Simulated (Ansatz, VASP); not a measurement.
Rh: VASP beside Ansatz

Contents of INCAR:

```
  PREC = Accurate
  ENCUT = 600
  EDIFF = 1E-7
  ISMEAR = 1
  SIGMA = 0.1
  LREAL = F
  LASPH = T
  NELM = 60
  ALGO = Normal
  ISIF = 3
  LWAVE = F
  LCHARG = F
  GGA = PE
  IBRION = 2
  NSW = 80
  EDIFFG = -0.005
```

File KPOINTS:

```
regular mesh
0
Gamma
  17 17 17
```

Contents of POSCAR:

```
Rh
1.0
    0.0000000000      1.9029861000      1.9029861000
    1.9029861000      0.0000000000      1.9029861000
    1.9029861000      1.9029861000      0.0000000000
Rh
1
Direct
    0.0000000000      0.0000000000      0.0000000000
```

Input for Ansatz:

```yaml
crystal:
  lattice:
    - [0.0, 1.9029861, 1.9029861]
    - [1.9029861, 0.0, 1.9029861]
    - [1.9029861, 1.9029861, 0.0]
  atoms:
    - { symbol: Rh, position: [0.0, 0.0, 0.0] }
basis:
  ecutwfc: 420
  xc_grid: 2
hamiltonian:
  xc: pbe
  pseudopotentials: { kind: paw, azcp: { folder: soft_1 } }
kpoints:
  mp_grid: { grid: [17, 17, 17] }
scf:
  occupations: { method: methfessel_paxton, width: 0.1 }
  max_iter: 120
relax:
  f_tol: 0.005
  max_steps: 60
  cell: {}
output:
  forces: true
  stress: true
checkpoint:
  write: "../cell.run"
  compress: false
  write_wavefunctions: false
  write_every: 100000
```

Alike in both runs: task relaxation of cell and atoms; functional PBE; k mesh 17 × 17 × 17; occupations methfessel-paxton of order 1, width 0.1 eV; no spin polarisation.

|  | VASP | Ansatz |
| --- | --- | --- |
| version | VASP 6.6.1 | Ansatz 0.2.0 |
| potentials or method | VASP PAW PBE potentials, release 64 (Rh_pv), cutoff 600 eV | plane-wave PAW DFT |
| valence electrons in the cell | 15 | 17 |

|  | VASP | Ansatz | Ansatz less VASP |
| --- | --- | --- | --- |
| relaxed volume (Å³/atom) | 14.04 | 14.04 | +0.004 |
| relaxed cell length with the largest relative difference (Å) | 2.708 | 2.708 | +0.0003 |

VASP's potentials hold 15 valence electrons a cell and Ansatz's 17, so a difference there can come from the potentials and not from the codes.
